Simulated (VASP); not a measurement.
Write the native input for VASP 6.6.1 that does the following.

| Quantity | Value |
| --- | --- |
| Task | single point |
| Functional | r2SCAN |
| Potentials or basis | VASP PAW PBE potentials, release 64 (W_sv) |
| Cutoff | 520 eV |
| k mesh | 20 × 20 × 20 |
| Occupations | gaussian, width 0.15 eV |
| Spin | no spin polarisation |
| Dipole correction | no |
| Further INCAR settings | ALGO = Normal; EDIFF = 1e-07; NBANDS = 13 |

Crystal: W.

```
CELL_PARAMETERS angstrom
0.00000 2.10613 2.03000
2.03000 0.00000 2.03000
2.03000 2.10613 0.00000
ATOMIC_POSITIONS crystal
W 0.00000 0.00000 0.00000
```

This cell differs from its parent crystal: strain +0.0375 x Voigt [0, 1, 0, 0, 0, 0].

These files were run (other wordings do the same):

POSCAR

```
W
1.0
    0.0000000000      2.1061250000      2.0300000000
    2.0300000000      0.0000000000      2.0300000000
    2.0300000000      2.1061250000      0.0000000000
W
1
Direct
    0.0000000000      0.0000000000      0.0000000000
```

INCAR.step1

```
ALGO = Normal
EDIFF = 1E-4
ENCUT = 520
GGA = PE
ISMEAR = 0
LASPH = T
LCHARG = F
LREAL = F
LWAVE = T
NBANDS = 13
NELM = 80
PREC = Accurate
SIGMA = 0.15
```

INCAR.step2

```
ALGO = Normal
EDIFF = 1E-7
ENCUT = 520
ISIF = 2
ISMEAR = 0
ISTART = 1
LASPH = T
LCHARG = T
LELF = T
LMIXTAU = T
LREAL = F
LVHAR = T
LWAVE = F
METAGGA = R2SCAN
NBANDS = 13
NELM = 80
PREC = Accurate
SIGMA = 0.15
```

KPOINTS

```
k-points
0
Gamma
  20 20 20
```

Potentials or basis: VASP PAW PBE potentials, release 64 (W_sv).

Launch:

```sh
$ cat potpaw_PBE.64/W_sv/POTCAR > POTCAR
$ cp INCAR.step1 INCAR
$ mpirun -np 1 vasp_std > vasp.out
$ cp INCAR.step2 INCAR
$ mpirun -np 1 vasp_std > vasp.out
```

Results of the run:

```yaml
Pressure: -17.1 GPa
Band_gap_on_the_k_mesh: zero (bands 7 and 8 overlap by 3.38 eV)
```

Caveat: the cell differs from its parent crystal (strain +0.0375 x Voigt [0, 1, 0, 0, 0, 0]); the stress differs along the axes, from -21 to -10 GPa; the PAW data sets were made with another functional, which shifts forces and pressure a little; spin-orbit coupling is left out, which moves the levels of the heavy elements.

It took 6.7 min on 1 thread of AMD EPYC 9R45 96-Core Processor (Zen 5) (shared host), peak memory 0.23 GiB.
